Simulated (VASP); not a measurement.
Here is a VASP 6.6.1 calculation.

The input INCAR:

```
PREC     = Accurate       # precision mode
ENCUT    = 520            # plane-wave cutoff, eV
EDIFF    = 1E-6           # SCF threshold, eV
ISMEAR   = 0              # smearing method
SIGMA    = 0.1            # smearing width, eV
LREAL    = F              # projectors in reciprocal space
LASPH    = T              # aspherical terms in the spheres
NELM     = 100            # most SCF steps
ALGO     = Normal         # electronic algorithm
ISIF     = 2              # what is computed and relaxed
LWAVE    = F              # write WAVECAR
LCHARG   = F              # write CHGCAR
GGA      = PE             # functional
NBANDS   = 17             # bands
```

KPOINTS

```
regular mesh
0
Gamma
  6 6 6
```

POSCAR

```
MgCdO
1.0
    3.7791498900      0.0000000000      0.0000000000
   -1.8895749400      3.2728398100      0.0000000000
    0.0000000000      0.0000000000      3.7004855400
Mg Cd O
1 1 1
Direct
    0.0000000000      0.0000000000      0.5000000000
    0.3333333300      0.6666666700      0.0000000000
    0.6666666700      0.3333333300      0.0000000000
```

Potentials or basis: VASP PAW PBE potentials, release 64 (Mg, Cd, O).

Command:

```bash
$ cat potpaw_PBE.64/Mg/POTCAR potpaw_PBE.64/Cd/POTCAR potpaw_PBE.64/O/POTCAR > POTCAR
$ mpirun -np 1 vasp_std > vasp.out
```

Question: Estimate the band gap on the k mesh.

Answer: Zero (band 10 reaches 4.75 eV, above the bottom of band 11 at 3.54 eV).

Question: Estimate the pressure.

Answer: 11.4 GPa.

Stress tensor (GPa, compression positive):
```
13.75  0.00  0.00
 0.00 13.75  0.00
 0.00  0.00  6.68
```
